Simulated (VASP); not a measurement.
# CdF2 in VASP: notebook, part 2 of 2

VASP 6.6.1. The steps go on from the part before.

## 3. Single point, PBEsol (11.97 Å³/atom)

This run uses another cell than the first one, of 11.97 Å³/atom.

Input file INCAR:

```
ALGO = Normal
EDIFF = 1E-6
ENCUT = 700
GGA = PS
GGA_COMPAT = F
ISIF = 2
ISMEAR = 0
LASPH = T
LCHARG = T
LELF = T
LREAL = F
LVHAR = T
LWAVE = F
NBANDS = 24
NELM = 120
PREC = Accurate
SIGMA = 0.05
```

Input file KPOINTS:

```
k-points
0
Gamma
  8 8 8
```

Input file POSCAR:

```
CdF2
1.0
    0.0000000000      2.6357761249      2.5835877577
    2.6357761249      0.0000000000      2.5835877577
    2.6357761249      2.6357761249      0.0000000000
Cd F
1 2
Direct
    0.0000000000      0.0000000000      0.0000000000
    0.2500000000      0.2500000000      0.2500000000
    0.7500000000      0.7500000000      0.7500000000
```

Potentials or basis: VASP PAW PBE potentials, release 64 (Cd_sv_GW, F).

Run with:

```bash
$ cat potpaw_PBE.64/Cd_sv_GW/POTCAR potpaw_PBE.64/F/POTCAR > POTCAR
$ mpirun -np 1 vasp_std > vasp.out
```

OUTCAR:

```text
EDIFF = 1E-6
   ENCUT = 700
   GGA = PS
   ISIF = 2
   ISMEAR = 0
   LASPH = T
   LREAL = F
   NELM = 120
   PREC = Accurate

 ion  position               nearest neighbor table
   1  0.000  0.000  0.000-   2 2.27   3 2.27   3 2.27   3 2.27   3 2.27   2 2.27   2 2.27   2 2.27

   2  0.250  0.250  0.250-   1 2.27   1 2.27   1 2.27   1 2.27
   3  0.750  0.750  0.750-   1 2.27   1 2.27   1 2.27   1 2.27

  LATTYP: Found a body centered tetragonal cell.
 ALAT       =     3.7275503432
 C/A-ratio  =     1.3862121339

  Lattice vectors:

 A1 = (   0.0000000000,  -2.6357761249,  -2.5835877577)
 A2 = (   0.0000000000,   2.6357761249,  -2.5835877577)
 A3 = (   2.6357761249,   0.0000000000,   2.5835877577)

Analysis of symmetry for initial positions (statically):
=====================================================================
 Subroutine PRICEL returns:
 Original cell was already a primitive cell.

 Routine SETGRP: Setting up the symmetry group for a
 body centered tetragonal supercell.

[... 164 lines left out ...]
  free energy    TOTEN  =       -11.61440075 eV

  energy without entropy =      -11.61440075  energy(sigma->0) =      -11.61440075

 E-fermi :   1.8799     XC(G=0): -11.3568

 val. band max:        1.3875574722   @ k =  -0.2500   0.5000   0.2500
 cond. band min:       4.5933851706   @ k =   0.0000   0.0000   0.0000
 fundamental gap:      3.2058276984
 Fermi energy:         1.8798660768

 k-point     1 :       0.0000    0.0000    0.0000
  band No.  band energies     occupation
      1     -96.7822      2.00000
      2     -57.9223      2.00000
      3     -57.9140      2.00000
      4     -57.9140      2.00000
      5     -19.8630      2.00000
      6     -18.4646      2.00000
[... 637 lines left out ...]
     23      21.0655      0.00000
     24      22.7368      0.00000

 [... further k-points ...]

------------------------ aborting loop because EDIFF is reached ----------------------------------------

  FORCE on cell =-STRESS in cart. coord.  units (eV):
  Direction    XX          YY          ZZ          XY          YZ          ZX
  --------------------------------------------------------------------------------------
  -------------------------------------------------------------------------------------
  Total        2.2141368      2.2141368      2.7420365      0.0000000      0.0000000      0.0000000
  in kB       98.8199834     98.8199834    122.3808755      0.0000000      0.0000000      0.0000000
  external PRESSURE =     106.6736141 kB  Pullay stress =       0.0000000 kB

 VOLUME and BASIS-vectors are now :
 -----------------------------------------------------------------------------
  energy-cutoff  :      700.00
  volume of cell :       35.90
      direct lattice vectors                 reciprocal lattice vectors
     0.000000000  2.635776125  2.583587758    -0.189697446  0.189697446  0.193529327
     2.635776125  0.000000000  2.583587758     0.189697446 -0.189697446  0.193529327
     2.635776125  2.635776125  0.000000000     0.189697446  0.189697446 -0.193529327

 POSITION                                       TOTAL-FORCE (eV/Angst)
 -----------------------------------------------------------------------------------
      0.00000      0.00000      0.00000        -0.000000      0.000000     -0.000000
      1.31789      1.31789      1.29179        -0.000000     -0.000000      0.000000
      3.95366      3.95366      3.87538         0.000000      0.000000     -0.000000
 -----------------------------------------------------------------------------------
    total drift:                                0.000000     -0.000000      0.000000

  FREE ENERGIE OF THE ION-ELECTRON SYSTEM (eV)
  ---------------------------------------------------
  free  energy   TOTEN  =       -11.6144007451 eV

  energy  without entropy=      -11.6144007451  energy(sigma->0) =      -11.61440075
```

OSZICAR:

```text
N       E                     dE             d eps       ncg     rms          rms(c)
DAV:   1     0.675709450581E+03    0.67571E+03   -0.23319E+04  2864   0.241E+03
DAV:   2     0.498098281402E+02   -0.62590E+03   -0.56905E+03  2832   0.717E+02
DAV:   3    -0.104791062864E+02   -0.60289E+02   -0.59363E+02  4128   0.248E+02
DAV:   4    -0.128651272251E+02   -0.23860E+01   -0.23855E+01  3344   0.533E+01
DAV:   5    -0.129346624715E+02   -0.69535E-01   -0.69533E-01  4208   0.864E+00    0.146E+01
DAV:   6    -0.116257008521E+02    0.13090E+01   -0.29452E+00  4144   0.432E+01    0.121E+01
DAV:   7    -0.116256228462E+02    0.78006E-04   -0.37204E-01  2976   0.643E+00    0.773E+00
DAV:   8    -0.116205221202E+02    0.51007E-02   -0.99668E-02  4128   0.550E+00    0.128E+00
DAV:   9    -0.116144124430E+02    0.61097E-02   -0.28217E-02  4408   0.434E+00    0.319E-01
DAV:  10    -0.116143309208E+02    0.81522E-04   -0.21869E-03  4096   0.798E-01    0.136E-01
DAV:  11    -0.116143975719E+02   -0.66651E-04   -0.24982E-04  4216   0.439E-01    0.358E-02
DAV:  12    -0.116143971020E+02    0.46989E-06   -0.31065E-05  4120   0.739E-02    0.610E-03
DAV:  13    -0.116144007213E+02   -0.36192E-05   -0.33979E-06  3328   0.284E-02    0.757E-03
DAV:  14    -0.116144007451E+02   -0.23851E-07   -0.99601E-08  2488   0.121E-02
   1 F= -.11614401E+02 E0= -.11614401E+02  d E =-.173659E-45
```

It took 37 s on 1 thread of Intel Xeon Platinum 8488C (Sapphire Rapids), shared host; peak memory 0.24 GiB.

Results:

```yaml
Free_energy: -11.6144 eV
Pressure: 10.7 GPa
Band_gap_on_the_k_mesh: 3.21 eV (least direct gap 3.56 eV)
```

Caveat: the cell stands under pressure; the PAW data sets were made with another functional, which shifts forces and pressure a little. Expect the measured gap to be larger: semilocal functionals such as PBEsol lack the derivative discontinuity.

## 4. Single point, PBEsol (11.45 Å³/atom)

This run uses another cell than the first one, of 11.45 Å³/atom.

Input file INCAR:

```
SYSTEM = CdF2
  PREC = Accurate
  ENCUT = 700
  EDIFF = 1E-6
  ISMEAR = 0
  SIGMA = 0.05
  LREAL = .False.
  LASPH = .True.
  NELM = 120
  ALGO = Normal
  ISIF = 2
  LWAVE = .False.
  LCHARG = .False.
  GGA = PS
  NBANDS = 24
  GGA_COMPAT = .False.
```

Input file KPOINTS:

```
regular mesh
0
Gamma
  8 8 8
  0 0 0
```

Input file POSCAR:

```
CdF2
1.0
    0.0000000000      2.5797740322      2.5797740322
    2.5797740322      0.0000000000      2.5797740322
    2.5797740322      2.5797740322      0.0000000000
Cd F
1 2
Direct
    0.0000000000      0.0000000000      0.0000000000
    0.2500000000      0.2500000000      0.2500000000
    0.7500000000      0.7500000000      0.7500000000
```

Run with:

```bash
$ cat potpaw_PBE.64/Cd_sv_GW/POTCAR potpaw_PBE.64/F/POTCAR > POTCAR
$ mpirun -np 1 vasp_std > vasp.out
```

Wall time 19 s (1 thread of Intel Xeon Platinum 8488C (Sapphire Rapids), shared host); peak memory 0.2 GiB.

The run converged. Its results:

| Item | Value |
| --- | --- |
| Free energy | -11.4721 eV |
| Pressure | 18.5 GPa |
| Band gap on the k mesh | 3.38 eV (least direct gap 3.67 eV) |

Levels at points of the mesh, in eV from the valence-band top:
| k point | band 14 | band 15 | band 16 | band 17 | band 18 | band 19 | band 20 | band 21 |
| --- | --- | --- | --- | --- | --- | --- | --- | --- |
| (0.00, 0.00, 0.00) | -1.40 | -0.30 | -0.30 | -0.30 | 3.38 | 13.04 | 13.04 | 13.04 |
| (0.50, 0.00, 0.00) | -2.45 | -2.45 | -0.28 | -0.28 | 8.07 | 9.31 | 15.47 | 15.47 |
| (0.50, 0.50, 0.00) | -3.22 | -0.83 | -0.11 | -0.11 | 8.96 | 10.20 | 11.91 | 15.27 |

Caveat: the cell stands under pressure; the PAW data sets were made with another functional, which shifts forces and pressure a little.

## 5. The runs side by side

| cell | gap on the mesh (eV) | pressure (GPa) |
| --- | --- | --- |
| a = 3.592 Å, angles 60.0°, 3 atoms | 3.54 | 28.5 |
| a = 3.691, b = 3.691, c = 3.728 Å, angles 59.7, 59.7, 60.7°, 3 atoms | 3.21 | 10.7 |
| a = 3.648 Å, angles 60.0°, 3 atoms | 3.38 | 18.5 |

Alike in all rows: task single point; level PBEsol; potentials or basis VASP PAW PBE potentials, release 64 (Cd_sv_GW, F); no spin polarisation; k mesh 8 × 8 × 8; cutoff (eV) 700; smearing gaussian 0.05 eV.

Caveats: the cell stands under pressure; the PAW data sets were made with another functional, which shifts forces and pressure a little.

Total energies depend on the potentials used, so only differences within one code and one set of settings carry meaning.
